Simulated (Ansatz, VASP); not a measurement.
# NaCd4P3 in VASP and in Ansatz

```
CELL_PARAMETERS angstrom
2.17020 3.75889 0.00000
-2.17020 3.75889 0.00000
0.00000 -2.50592 10.93917
ATOMIC_POSITIONS crystal
Na 0.50000 0.50000 0.50000
Cd 0.09568 0.09568 0.28704
Cd 0.90432 0.90432 0.71296
Cd 0.29908 0.29908 0.89724
Cd 0.70092 0.70092 0.10276
P 0.22053 0.22053 0.66159
P 0.77947 0.77947 0.33841
P 0.00000 0.00000 0.00000
```

Alike in both runs: task single point; functional PBE; k mesh 5 × 5 × 5; no spin polarisation.

|  | VASP | Ansatz |
| --- | --- | --- |
| version | VASP 6.6.1 | Ansatz 0.2.0 |
| potentials or method | VASP PAW PBE potentials, release 64 (Na_pv, Cd, P), cutoff 520 eV | PAW plane waves |
| occupations | fermi-dirac, width 0.1 eV | fermi-dirac |
| valence electrons in the cell | 70 | 104 |

Ansatz gave:

```
gap on the k mesh at the Fermi level (eV)                     : none
pressure (GPa)                                                : 2.1
traceless stress, the component that is largest in VASP (GPa) : 0.15
rms of the force components (eV/Å)                            : 0.047
```

What did VASP give for the same quantities?

gap on the k mesh at the Fermi level (eV): none; pressure (GPa): 2.3; traceless stress, the component that is largest in VASP (GPa): 0.12; rms of the force components (eV/Å): 0.052.

Atom by atom the forces differ by 0.012 eV/Å (rms over components). A gap of «none» marks a metal or a gap that the smearing closes. VASP's potentials hold 70 valence electrons a cell and Ansatz's 104, so a difference there can come from the potentials and not from the codes. Ansatz's warnings: structure snapped to symmetry.
